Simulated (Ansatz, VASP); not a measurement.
## One calculation of PC2, two programs

The input INCAR:

```
SYSTEM = PC2
ALGO = Normal
EDIFF = 1E-7
EDIFFG = -0.08
ENCUT = 600
GGA = PE
IBRION = 2
ISIF = 3
ISMEAR = 0
LASPH = .TRUE.
LCHARG = .FALSE.
LREAL = .FALSE.
LWAVE = .FALSE.
NELM = 60
NSW = 36
PREC = Accurate
SIGMA = 0.2
```

Contents of KPOINTS:

```
k-points
0
G
  8 8 8
  0 0 0
```

The input POSCAR:

```
PC2
1.0
    1.4834904500      0.8564936100      5.4484079800
   -1.4834904500      0.8564936100      5.4484079800
    0.0000000000     -1.7129872300      5.4484079800
P C
1 2
Direct
    0.0000000000      0.0000000000      0.0000000000
    0.2500000000      0.2500000000      0.2500000000
    0.7500000000      0.7500000000      0.7500000000
```

Input for Ansatz:

```yaml
crystal:
  lattice:
    - [1.48349045, 0.85649361, 5.44840798]
    - [-1.48349045, 0.85649361, 5.44840798]
    - [0.0, -1.71298723, 5.44840798]
  atoms:
    - { symbol: P, position: [0.0, 0.0, 0.0] }
    - { symbol: C, position: [0.25, 0.25, 0.25] }
    - { symbol: C, position: [0.75, 0.75, 0.75] }
basis:
  ecutwfc: 420
kpoints:
  mp_grid: { grid: [8, 8, 8] }
hamiltonian:
  xc: pbe
scf:
  occupations: { method: gaussian, width: 0.2 }
  lower_state_search: "off"
output:
  forces: true
  stress: true
  eigenvalues: true
relax:
  adjacent_minimum: "off"
  f_tol: 0.08
  max_steps: 16
  cell: { stress_tol: 0.8 }
```

Change from the starting cell: species swapped into the TaS2 type (R-3m, No. 166).

Alike in both runs: task relaxation of cell and atoms; functional PBE; k mesh 8 × 8 × 8; occupations gaussian, width 0.2 eV; no spin polarisation.

|  | VASP | Ansatz |
| --- | --- | --- |
| version | VASP 6.6.1 | Ansatz 0.2.0 |
| potentials or method | VASP PAW PBE potentials, release 64 (P, C), cutoff 600 eV | scalar-relativistic, plane waves, PAW |
| valence electrons in the cell | 13 | 13 |

|  | VASP | Ansatz | Ansatz less VASP |
| --- | --- | --- | --- |
| gap on the k mesh at the Fermi level, each at its own relaxed structure (eV) | none | none | - |
| relaxed volume (Å³/atom) | 10.35 | 10.83 | +0.478 |
| relaxed cell length with the largest relative difference (Å) | 4.437 | 4.604 | +0.1668 |

A gap of «none» marks a metal or a gap that the smearing closes.

Noted on VASP's run: the volume moved by over 15 % at a fixed basis, so the end points are rough.
